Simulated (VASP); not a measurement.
# LiY3 (I4/mmm) in VASP: further runs

LiY3 is run at these levels: r2SCAN; tasks: single point.

Program: VASP 6.6.1. These are calculated values, not measurements. Logs are shortened: lines on timing, memory, paths and dates and some standing lists are left out, and cuts for length are marked.

## Step 1: The cell of the first run

The structure is tetragonal, space group I4/mmm (No. 139). Conventional cell: a = 4.596 Å, b = 4.596 Å, c = 10.874 Å, α = 90.00°, β = 90.00°, γ = 90.00°. Y (site symmetry 4/mmm) has 4 Li at 3.25 Å and 8 Y at 3.56 Å within 4.3 Å. Y (site symmetry -4m2) has 8 Y at 3.25 to 3.56 Å and 4 Li at 3.56 Å within 4.3 Å. Within 4.3 Å of Li (site symmetry 4/mmm) lie 12 Y at 3.25 to 3.56 Å.

## Step 2: Single point, r2SCAN

Contents of POSCAR:

```
LiY3
1.0
   -2.2979403636      2.2979403636      5.4370979559
    2.2979403636     -2.2979403636      5.4370979559
    2.2979403636      2.2979403636     -5.4370979559
Y Li
3 1
Direct
    0.5000000000      0.5000000000      0.0000000000
    0.2500000000      0.7500000000      0.5000000000
    0.7500000000      0.2500000000      0.5000000000
    0.0000000000      0.0000000000      0.0000000000
```

Contents of INCAR.step1:

```
ALGO = Normal
EDIFF = 1E-4
ENCUT = 520
GGA = PE
ISMEAR = -1
LASPH = True
LCHARG = False
LREAL = False
LWAVE = True
NBANDS = 26
NELM = 80
PREC = Accurate
SIGMA = 0.05
```

Contents of INCAR.step2:

```
ALGO = Normal
EDIFF = 1E-6
ENCUT = 520
ISIF = 2
ISMEAR = -1
ISTART = 1
LASPH = True
LCHARG = False
LMIXTAU = True
LREAL = False
LWAVE = False
METAGGA = R2SCAN
NBANDS = 26
NELM = 80
PREC = Accurate
SIGMA = 0.05
```

Contents of KPOINTS:

```
k-points
0
Gamma
  8 8 8
```

Potentials or basis: VASP PAW PBE potentials, release 64 (Y_sv, Li_sv).

Run with:

```
> cat potpaw_PBE.64/Y_sv/POTCAR potpaw_PBE.64/Li_sv/POTCAR > POTCAR
> cp INCAR.step1 INCAR
> mpirun -np 1 vasp_std > vasp.out
> cp INCAR.step2 INCAR
> mpirun -np 1 vasp_std > vasp.out
```

OUTCAR:

```text
EDIFF = 1E-6
   ENCUT = 520
   ISIF = 2
   ISMEAR = -1
   ISTART = 1
   LASPH = True
   LREAL = False
   METAGGA = R2SCAN
   NELM = 80
   PREC = Accurate

 ion  position               nearest neighbor table
   1  0.500  0.500  0.000-   4 3.25   4 3.25   4 3.25   4 3.25   2 3.56   2 3.56   3 3.56   3 3.56
                             3 3.56   2 3.56   3 3.56   2 3.56
   2  0.250  0.750  0.500-   3 3.25   3 3.25   3 3.25   3 3.25   1 3.56   1 3.56   1 3.56   1 3.56

   3  0.750  0.250  0.500-   2 3.25   2 3.25   2 3.25   2 3.25   1 3.56   1 3.56   1 3.56   1 3.56

   4  0.000  0.000  0.000-   1 3.25   1 3.25   1 3.25   1 3.25

  LATTYP: Found a body centered tetragonal cell.
 ALAT       =     4.5958807272
 C/A-ratio  =     2.3660744387

  Lattice vectors:

 A1 = (  -2.2979403636,   2.2979403636,   5.4370979559)
 A2 = (   2.2979403636,  -2.2979403636,   5.4370979559)
 A3 = (   2.2979403636,   2.2979403636,  -5.4370979559)

Analysis of symmetry for initial positions (statically):
=====================================================================
 Subroutine PRICEL returns:
 Original cell was already a primitive cell.

 Routine SETGRP: Setting up the symmetry group for a
 body centered tetragonal supercell.

 Subroutine GETGRP returns: Found 16 space group operations
 (whereof 16 operations were pure point group operations)
 out of a pool of 16 trial point group operations.

The static configuration has the point symmetry D_4h.

Analysis of symmetry for dynamics (positions and initial velocities):
=====================================================================
 Subroutine PRICEL returns:
 Original cell was already a primitive cell.

 Routine SETGRP: Setting up the symmetry group for a
 body centered tetragonal supercell.

 Subroutine GETGRP returns: Found 16 space group operations
 (whereof 16 operations were pure point group operations)
 out of a pool of 16 trial point group operations.

The dynamic configuration has the point symmetry D_4h.

 Subroutine INISYM returns: Found 16 space group operations
 (whereof 16 operations are pure point group operations),
 and found     1 'primitive' translations

----------------------------------------------------------------------------------------

[... 92 lines left out ...]
   LSORBIT =      F    spin-orbit coupling
   LASPH  =      T    aspherical Exc in radial PAW
   ENCUT  =  520.0 eV  38.22 Ry    6.18 a.u.  11.78 11.78 11.78*2*pi/ulx,y,z
   NELM   =     80;   NELMIN=  2; NELMDL=  0     # of ELM steps
   EDIFF  = 0.1E-05   stopping-criterion for ELM
   LREAL  =      F    real-space projection
   EDIFFG = 0.1E-04   stopping-criterion for IOM
   NSW    =      0    number of steps for IOM
   IBRION =     -1    ionic relax: 0-MD 1-quasi-New 2-CG
   NFREE  =      0    steps in history (QN), initial steepest desc. (CG)
   ISIF   =      2    stress and relaxation
   ISYM   =      2    0-nonsym 1-usesym 2-fastsym
   POTIM  = 0.5000    time-step for ionic-motion
   TEBEG  =    0.0;   TEEND  =   0.0 temperature during run
   PSTRESS=    0.0 pullay stress
   NELECT =      36.0000    total number of electrons
   NUPDOWN=      -1.0000    fix difference up-down
   EMIN   =  10.00;   EMAX   =-10.00  energy-range for DOS
   EFERMI =   0.00;   METHOD = LEGACY
   ISMEAR =    -1;   SIGMA  =   0.05  broadening in eV -4-tet -1-fermi 0-gaus
   EFERMI_NEDOS =   21; number of points for ismear=-14 and -15
   IALGO  =     38    algorithm
   IMIX   =      4    mixing-type and parameters
     AMIX     =   0.40;   BMIX     =  1.00
     AMIX_MAG =   1.60;   BMIX_MAG =  1.00
  volume/ion in A,a.u.               =      28.71       193.75
  Fermi-wavevector in a.u.,A,eV,Ry     =   1.112092  2.101549 16.826991  1.236749
  Thomas-Fermi vector in A             =   2.248663
   LORBIT       =      0    0 simple, 1 ext, 2 COOP (PROOUT), +10 PAW based schemes
   METAGGA = R2SCAN    functional components
   LHFCALC =     F    Hartree Fock is set to
   AEXX    =    0.0000 exact exchange contribution
   IVDW    =     0    specifies the selected vdW correction
   LEPSILON=     F    determine dielectric tensor
   LRPA    =     F    only Hartree local field effects (RPA)
 non-spin polarized calculation
  energy-cutoff  :      520.00
  volume of cell :      114.84
 maximum number of plane-waves:      3132
   NGX = 23   NGY = 23   NGZ = 23

 number of electron      36.0000000 magnetization

 Free energy of the ion-electron system (eV)
  ---------------------------------------------------
  ext. energy  EPLUGINS =         0.00000000
  ---------------------------------------------------
  free energy    TOTEN  =       -62.33266312 eV

  energy without entropy =      -62.29375422  energy(sigma->0) =      -62.31320867

 E-fermi :   2.7974     XC(G=0):  -9.7698

 val. band max:        2.7919921988   @ k =  -0.3750  -0.3750   0.3750
 cond. band min:       2.8015306506   @ k =   0.1250   0.1250   0.0000
 fundamental gap:      0.0095384518
 Fermi energy:         2.7973899922

 k-point     1 :       0.0000    0.0000    0.0000
  band No.  band energies     occupation
      1     -44.3968      2.00000
      2     -41.5697      2.00000
      3     -41.4517      2.00000
      4     -41.3196      2.00000
      5     -21.1056      2.00000
      6     -21.1056      2.00000
[... 685 lines left out ...]
     25       5.6468      0.00000
     26       6.1955      0.00000

 [... further k-points ...]

------------------------ aborting loop because EDIFF is reached ----------------------------------------

  FORCE on cell =-STRESS in cart. coord.  units (eV):
  Direction    XX          YY          ZZ          XY          YZ          ZX
  --------------------------------------------------------------------------------------
  -------------------------------------------------------------------------------------
  Total        1.4296231      1.4296231      1.4568319      0.0000000     -0.0000000     -0.0000000
  in kB       19.9446992     19.9446992     20.3242897      0.0000000     -0.0000000     -0.0000000
  external PRESSURE =      20.0712293 kB  Pullay stress =       0.0000000 kB

 VOLUME and BASIS-vectors are now :
 -----------------------------------------------------------------------------
  energy-cutoff  :      520.00
  volume of cell :      114.84
      direct lattice vectors                 reciprocal lattice vectors
    -2.297940364  2.297940364  5.437097956     0.000000000  0.217586151  0.091960822
     2.297940364 -2.297940364  5.437097956     0.217586151  0.000000000  0.091960822
     2.297940364  2.297940364 -5.437097956     0.217586151  0.217586151  0.000000000

 POSITION                                       TOTAL-FORCE (eV/Angst)
 -----------------------------------------------------------------------------------
      0.00000      0.00000      5.43710         0.000000      0.000000      0.000000
      2.29794      0.00000      2.71855        -0.000000     -0.000000      0.000000
      0.00000      2.29794      2.71855        -0.000000     -0.000000     -0.000000
      0.00000      0.00000      0.00000         0.000000      0.000000      0.000000
 -----------------------------------------------------------------------------------
    total drift:                                0.000000     -0.000000      0.000000

  FREE ENERGIE OF THE ION-ELECTRON SYSTEM (eV)
  ---------------------------------------------------
  free  energy   TOTEN  =       -62.3326631173 eV

  energy  without entropy=      -62.2937542240  energy(sigma->0) =      -62.31320867
```

OUTCAR.step1:

```text
EDIFF = 1E-4
   ENCUT = 520
   GGA = PE
   ISMEAR = -1
   LASPH = True
   LREAL = False
[... 926 lines left out ...]
      2.29794      0.00000      2.71855        -0.000000     -0.000000     -0.000000
      0.00000      2.29794      2.71855        -0.000000      0.000000      0.000000
      0.00000      0.00000      0.00000         0.000000      0.000000      0.000000
 -----------------------------------------------------------------------------------
    total drift:                                0.000000     -0.000000      0.000000

  FREE ENERGIE OF THE ION-ELECTRON SYSTEM (eV)
  ---------------------------------------------------
  free  energy   TOTEN  =       -20.4142194640 eV

  energy  without entropy=      -20.3672555485  energy(sigma->0) =      -20.39073751
```

OSZICAR.step1:

```text
N       E                     dE             d eps       ncg     rms          rms(c)
DAV:   1     0.175676055146E+03    0.17568E+03   -0.16935E+04  3068   0.132E+03
DAV:   2    -0.207467154416E+01   -0.17775E+03   -0.17316E+03  3584   0.313E+02
DAV:   3    -0.203783851426E+02   -0.18304E+02   -0.17986E+02  5762   0.552E+01
DAV:   4    -0.212903398962E+02   -0.91195E+00   -0.90898E+00  4152   0.150E+01
DAV:   5    -0.213257090670E+02   -0.35369E-01   -0.35356E-01  4830   0.247E+00    0.377E+01
DAV:   6    -0.205034036647E+02    0.82231E+00   -0.13992E+00  3330   0.505E+00    0.233E+01
DAV:   7    -0.204569171832E+02    0.46486E-01   -0.21308E+00  4972   0.636E+00    0.267E+00
DAV:   8    -0.204192270728E+02    0.37690E-01   -0.37435E-01  3960   0.253E+00    0.117E+00
DAV:   9    -0.204141150657E+02    0.51120E-02   -0.51410E-02  4368   0.112E+00    0.457E-01
DAV:  10    -0.204142589863E+02   -0.14392E-03   -0.56131E-03  4742   0.399E-01    0.162E-01
DAV:  11    -0.204142194640E+02    0.39522E-04   -0.58035E-04  3860   0.143E-01
   1 F= -.20414219E+02 E0= -.20390738E+02  d E =-.469639E-01
```

Wall time 7.9 min (1 thread of Intel Xeon 6975P-C (Granite Rapids), shared host); peak memory 0.46 GiB.

Results:

```yaml
Free_energy: -62.3327 eV
Band_gap_on_the_k_mesh: zero (bands 18 and 19 overlap by 0.48 eV)
```

Caveat: the cutoff is under 1.25 times the usual one of these potentials, so pressure, stress and relaxed cells hold a basis-set (Pulay) error; the PAW data sets were made with another functional, which shifts forces and pressure a little.

## Step 3: Single point, r2SCAN

This run uses another cell than the first one, of 30.40 Å³/atom.

Contents of POSCAR:

```
LiY3
1.0
   -2.3442111106      2.3442111106      5.5327953045
    2.3442111106     -2.3442111106      5.5327953045
    2.3442111106      2.3442111106     -5.5327953045
Y Li
3 1
Direct
    0.5000000000      0.5000000000      0.0000000000
    0.2500000000      0.7500000000      0.5000000000
    0.7500000000      0.2500000000      0.5000000000
    0.0000000000      0.0000000000      0.0000000000
```

Contents of INCAR.step1:

```
ALGO     = Normal         # electronic algorithm
EDIFF    = 1E-4           # SCF threshold, eV
ENCUT    = 520            # plane-wave cutoff, eV
GGA      = PE             # functional
ISMEAR   = -1             # smearing method
LASPH    = True           # aspherical terms in the spheres
LCHARG   = False          # write CHGCAR
LREAL    = False          # projectors in reciprocal space
LWAVE    = True           # write WAVECAR
NBANDS   = 26             # bands
NELM     = 100            # most SCF steps
PREC     = Accurate       # precision mode
SIGMA    = 0.05           # smearing width, eV
```

Contents of INCAR.step2:

```
ALGO     = Normal         # electronic algorithm
EDIFF    = 1E-6           # SCF threshold, eV
ENCUT    = 520            # plane-wave cutoff, eV
ISIF     = 2              # what is computed and relaxed
ISMEAR   = -1             # smearing method
ISTART   = 1            
LASPH    = True           # aspherical terms in the spheres
LCHARG   = True           # write CHGCAR
LELF     = True           # ELF
LMIXTAU  = True         
LREAL    = False          # projectors in reciprocal space
LVHAR    = True         
LWAVE    = False          # write WAVECAR
METAGGA  = R2SCAN         # meta-GGA
NBANDS   = 26             # bands
NELM     = 100            # most SCF steps
PREC     = Accurate       # precision mode
SIGMA    = 0.05           # smearing width, eV
```

KPOINTS is that of step 2.

Potentials or basis: VASP PAW PBE potentials, release 64 (Y_sv, Li_sv).

Run with:

```
> cat potpaw_PBE.64/Y_sv/POTCAR potpaw_PBE.64/Li_sv/POTCAR > POTCAR
> cp INCAR.step1 INCAR
> mpirun -np 1 vasp_std > vasp.out
> cp INCAR.step2 INCAR
> mpirun -np 1 vasp_std > vasp.out
```

Wall time 9.1 min (1 thread of Intel Xeon 6975P-C (Granite Rapids), shared host); peak memory 0.48 GiB.

Results (log left out):

| Quantity | Value |
| --- | --- |
| Free energy | -62.3753 eV |
| Band gap on the k mesh | zero (bands 18 and 19 overlap by 0.43 eV) |

Levels at points of the mesh, in eV from the Fermi level:
```csv
k point,band 14,band 15,band 16,band 17,band 18,band 19,band 20,band 21,band 22,band 23
"(0.00, 0.00, 0.00)",-4.72,-1.46,-1.44,-0.10,0.26,0.26,0.50,0.63,1.39,1.39
"(0.50, 0.00, 0.00)",-2.74,-2.12,-1.11,-0.40,-0.39,0.37,0.70,1.34,1.58,1.82
"(0.50, 0.50, 0.00)",-1.71,-1.50,-1.23,-0.95,-0.43,0.25,0.58,0.66,1.00,1.36
"(0.50, 0.50, 0.50)",-3.51,-2.92,-1.88,-0.39,-0.17,-0.17,0.06,1.07,2.56,2.56
```

Caveat: the cutoff is under 1.25 times the usual one of these potentials, so pressure, stress and relaxed cells hold a basis-set (Pulay) error; the PAW data sets were made with another functional, which shifts forces and pressure a little.
